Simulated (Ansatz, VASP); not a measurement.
## WS2 in VASP and in Ansatz

File POSCAR:

```
WS2
1.0
    1.7184222975      0.9921315760      7.0716821059
   -1.7184222975      0.9921315760      7.0716821059
    0.0000000000     -1.9842631520      7.0716821059
W S
1 2
Direct
    0.9993259061      0.9993259061      0.9993259061
    0.7453559600      0.7453559600      0.7453559600
    0.5866181338      0.5866181338      0.5866181338
```

Contents of INCAR.step1:

```
PREC = Accurate
ENCUT = 520
ISMEAR = 0
SIGMA = 0.05
LREAL = F
LASPH = T
NELM = 80
NBANDS = 20
GGA = PE
ALGO = Normal
EDIFF = 1E-4
LWAVE = T
LCHARG = F
```

File INCAR.step2:

```
PREC = Accurate
ENCUT = 520
EDIFF = 1E-6
ISMEAR = 0
SIGMA = 0.05
LREAL = F
LASPH = T
NELM = 80
ALGO = Normal
ISIF = 2
LWAVE = F
LCHARG = F
METAGGA = R2SCAN
LMIXTAU = T
NBANDS = 20
ISTART = 1
```

File KPOINTS:

```
regular mesh
0
Gamma
  12 12 12
```

Input for Ansatz:

```yaml
crystal:
  lattice:
    - [1.7184222975, 0.992131576, 7.0716821059]
    - [-1.7184222975, 0.992131576, 7.0716821059]
    - [0.0, -1.984263152, 7.0716821059]
  atoms:
    - { symbol: W, position: [0.9993259061, 0.9993259061, 0.9993259061] }
    - { symbol: S, position: [0.74535596, 0.74535596, 0.74535596] }
    - { symbol: S, position: [0.5866181338, 0.5866181338, 0.5866181338] }
basis:
  ecutwfc: 500
kpoints:
  mp_grid: { grid: [12, 12, 12] }
hamiltonian:
  xc: r2scan
scf:
  occupations: { method: gaussian, width: 0.05 }
output:
  forces: true
  stress: true
  eigenvalues: true
```

Change from the starting cell: strain +0.080 along x and y, +0.080 along z, atoms carried along.

Alike in both runs: task single point; functional r2SCAN; k mesh 12 × 12 × 12; occupations gaussian, width 0.05 eV; no spin polarisation.

```csv
,VASP,Ansatz
version,VASP 6.6.1,Ansatz 0.2.0
potentials or method,"VASP PAW PBE potentials, release 64 (W_sv, S), cutoff 520 eV","scalar-relativistic, plane waves, PAW"
valence electrons in the cell,26,26
```

```csv
,VASP,Ansatz,Ansatz less VASP
gap on the k mesh at the Fermi level (eV),1.13,1.11,-0.011
least direct gap on the mesh (eV),1.39,1.39,-0.005
pressure (GPa),-21.6,-21.6,-0.01
"traceless stress, the component that is largest in VASP (GPa)",-1.11,-1.09,+0.023
rms of the force components (eV/Å),1.398,1.400,+0.0026
```

VASP's potentials were made for PBE, not for r2SCAN. Atom by atom the forces differ by 0.003 eV/Å (rms over components).

Spin-orbit coupling is off throughout.
